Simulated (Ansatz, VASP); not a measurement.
One calculation of Hg, two programs

```
Hg
1.0
     5.95395    0.00000    0.00000
    -2.97697    5.15627    0.00000
     0.00000    0.00000    3.50417
Hg
3
Direct
  0.00000 0.50000 0.66667
  0.50000 0.00000 0.00000
  0.50000 0.50000 0.33333
```

Alike in both runs: task relaxation of cell and atoms; functional PBE; k mesh 9 × 9 × 14; occupations gaussian, width 0.1 eV; no spin polarisation.

|  | VASP | Ansatz |
| --- | --- | --- |
| version | VASP 6.6.1 | Ansatz 0.2.0 |
| potentials or method | VASP PAW PBE potentials, release 64 (Hg), cutoff 600 eV | scalar-relativistic, plane waves, PAW |
| valence electrons in the cell | 36 | 60 |

```tsv
	VASP	Ansatz	Ansatz less VASP
gap on the k mesh at the Fermi level, each at its own relaxed structure (eV)	none	none	-
relaxed volume (Å³/atom)	37.00	36.33	-0.676
relaxed length of the cell vector where the two differ most in proportion (Å)	3.530	3.505	-0.0250
```

A gap of «none» marks a metal or a gap that the smearing closes. VASP's potentials hold 36 valence electrons a cell and Ansatz's 60, so a difference there can come from the potentials and not from the codes.

Spin-orbit coupling is off throughout.
